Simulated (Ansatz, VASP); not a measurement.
Two plane-wave programs on Sr

```
Sr
1.0
     4.53628    0.00000    0.00000
    -2.26814    3.92853    0.00000
     0.00000    0.00000    7.05000
Sr
2
Cartesian
  0.0000 2.6190 1.7625
  2.2681 1.3095 5.2875
```

Change from the starting cell: strain +0.0525 x Voigt [1, 1, 0, 0, 0, 0], atoms carried along.

Alike in both runs: task single point; functional PBEsol; k mesh 12 × 12 × 8; occupations gaussian, width 0.15 eV; no spin polarisation.

```csv
,VASP,Ansatz
version,VASP 6.6.1,Ansatz 0.2.0
potentials or method,"VASP PAW PBE potentials, release 64 (Sr_sv), cutoff 520 eV","scalar-relativistic, plane waves, PAW"
valence electrons in the cell,20,20
```

```tsv
	VASP	Ansatz	Ansatz less VASP
gap on the k mesh at the Fermi level (eV)	none	none	-
pressure (GPa)	-1.6	-1.6	-0.01
traceless stress, the component that is largest in VASP (GPa)	0.48	0.48	-0.001
```

VASP's potentials were made for PBE, not for PBEsol. A gap of «none» marks a metal or a gap that the smearing closes.
